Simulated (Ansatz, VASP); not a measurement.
# One calculation of Na, two programs

File INCAR:

```
SYSTEM = Na
  PREC = Accurate
  ENCUT = 520
  EDIFF = 1E-6
  ISMEAR = -1
  SIGMA = 0.1
  LREAL = .False.
  LASPH = .True.
  NELM = 80
  ALGO = Normal
  ISIF = 2
  LWAVE = .False.
  LCHARG = .False.
  GGA = PE
  NBANDS = 10
```

Contents of KPOINTS:

```
regular mesh
0
Gamma
  17 17 17
  0 0 0
```

Contents of POSCAR:

```
Na
1.0
   -2.1793482019      2.1793482019      2.1793482019
    2.1793482019     -2.1793482019      2.1793482019
    2.1793482019      2.1793482019     -2.1793482019
Na
1
Direct
    0.0000000000      0.0000000000      0.0000000000
```

Input for Ansatz:

```yaml
crystal:
  lattice:
    - [-2.1793482019, 2.1793482019, 2.1793482019]
    - [2.1793482019, -2.1793482019, 2.1793482019]
    - [2.1793482019, 2.1793482019, -2.1793482019]
  atoms:
    - { symbol: Na, position: [0.0, 0.0, 0.0] }
hamiltonian:
  xc: pbe
  pseudopotentials:
    kind: paw
    azcp:
      Na: "pseudopotentials/Na.paw.azcp"
basis:
  ecutwfc: 420
  fft_grid_basis: typed
kpoints:
  mp_grid: { grid: [17, 17, 17], shift: [0, 0, 0] }
magnetization:
  spin_polarized: false
scf:
  occupations: { method: fermi_dirac, width: 0.1 }
output:
  stress: true
```

Alike in both runs: task single point; functional PBE; k mesh 17 × 17 × 17; occupations fermi-dirac, width 0.1 eV; no spin polarisation.

```csv
,VASP,Ansatz
version,VASP 6.6.1,Ansatz 0.2.0
potentials or method,"VASP PAW PBE potentials, release 64 (Na_pv), cutoff 520 eV","plane waves (420 eV) with PAW, scalar-relativistic"
valence electrons in the cell,7,9
```

|  | VASP | Ansatz | Ansatz less VASP |
| --- | --- | --- | --- |
| pressure (GPa) | -0.7 | -0.7 | +0.02 |

VASP's potentials hold 7 valence electrons a cell and Ansatz's 9, so a difference there can come from the potentials and not from the codes.
